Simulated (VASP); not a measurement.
A run of VASP 6.6.1:

The input POSCAR:

```
Sn
1.0
    0.0000000000      3.2758916636      3.2758916636
    3.2758916636      0.0000000000      3.2758916636
    3.2758916636      3.2758916636      0.0000000000
Sn
2
Direct
    0.7500000000      0.7500000000      0.7500000000
    0.5000000000      0.5000000000      0.5000000000
```

INCAR.step1

```
SYSTEM = Sn
ALGO = Normal
EDIFF = 1E-4
ENCUT = 520
GGA = PE
ISMEAR = -1
LASPH = .TRUE.
LCHARG = .FALSE.
LREAL = .FALSE.
LWAVE = .TRUE.
NBANDS = 21
NELM = 80
PREC = Accurate
SIGMA = 0.05
```

The input INCAR.step2:

```
SYSTEM = Sn
ALGO = Normal
EDIFF = 1E-6
ENCUT = 520
ISIF = 2
ISMEAR = -1
ISTART = 1
IVDW = 12
LASPH = .TRUE.
LCHARG = .FALSE.
LMIXTAU = .TRUE.
LREAL = .FALSE.
LWAVE = .FALSE.
METAGGA = R2SCAN
NBANDS = 21
NELM = 80
PREC = Accurate
SIGMA = 0.05
VDW_A1 = 0.49484001
VDW_A2 = 5.73083694
VDW_S6 = 1.0
VDW_S8 = 0.78981345
```

KPOINTS

```
k-points
0
G
  7 7 7
  0 0 0
```

Potentials or basis: VASP PAW PBE potentials, release 64 (Sn_d).

Command:

```bash
$ cat potpaw_PBE.64/Sn_d/POTCAR > POTCAR
$ cp INCAR.step1 INCAR
$ mpirun -np 1 vasp_std > vasp.out
$ cp INCAR.step2 INCAR
$ mpirun -np 1 vasp_std > vasp.out
```

Hardware: 1 thread of AMD EPYC 7R13 Processor (Zen 3), with other jobs on the host.

**Question.** Estimate the wall time of this run.

**Answer.** Wall time 110 s on 1 thread of AMD EPYC 7R13 Processor (Zen 3), with other jobs on the host, peak memory 0.19 GiB. Counts: k points 20.
